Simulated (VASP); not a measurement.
Here is a VASP 6.6.1 calculation.

INCAR

```
SYSTEM = Ag
PREC = Accurate ; ENCUT = 520
EDIFF = 1E-6 ; ISMEAR = -1
SIGMA = 0.1 ; LREAL = .FALSE.
LASPH = .TRUE. ; NELM = 80
ALGO = Normal ; ISIF = 2
LWAVE = .FALSE. ; LCHARG = .FALSE.
GGA = CA ; NBANDS = 12
```

Contents of KPOINTS:

```
Automatic mesh
0
G
  17 17 17
  0 0 0
```

Contents of POSCAR:

```
Ag
1.0
   -1.5828338084      1.5828338084      1.5828338084
    1.5828338084     -1.5828338084      1.5828338084
    1.5828338084      1.5828338084     -1.5828338084
Ag
1
Direct
    0.0000000000      0.0000000000      0.0000000000
```

Potentials or basis: VASP PAW LDA potentials, release 64 (Ag).

Run with:

```sh
$ cat potpaw_LDA.64/Ag/POTCAR > POTCAR
$ mpirun -np 1 vasp_std > vasp.out
```

(1) What does it give for the pressure?

Results:

(1) 2.3 GPa.
